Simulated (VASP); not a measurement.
# BeTe: single point with PBE

BeTe:

```
Be Te
1.0
     0.00000    2.69407    2.69407
     2.69407    0.00000    2.69407
     2.69407    2.69407    0.00000
Be Te
1 1
Direct
  0.00000 0.00000 0.00000
  0.25000 0.25000 0.25000
```

```json
{
  "Program": "VASP 6.6.1",
  "Task": "single point",
  "Functional": "PBE",
  "Potentials or basis": "VASP PAW PBE potentials, release 64 (Be, Te)",
  "Cutoff": "520 eV",
  "k mesh": "5 × 5 × 5",
  "Occupations": "gaussian, width 0.01 eV",
  "Spin": "no spin polarisation"
}
```

| Item | Value |
| --- | --- |
| Pressure | 11.8 GPa |
| Band gap on the k mesh | 1.75 eV, indirect (least direct gap 3.46 eV) |

Levels at points of the mesh, in eV from the valence-band top:
```tsv
k point	band 2	band 3	band 4	band 5	band 6	band 7
(0.00, 0.00, 0.00)	0.00	0.00	0.00	3.46	3.46	3.46
```

It took 6.7 s on 1 thread of Intel(R) Xeon(R) Platinum 8259CL CPU @ 2.50GHz (Skylake/Cascade Lake), with other jobs on the host, peak memory 0.15 GiB.

Caveat: spin-orbit coupling is left out, which moves the levels of the heavy elements. A k mesh can miss the band edges.
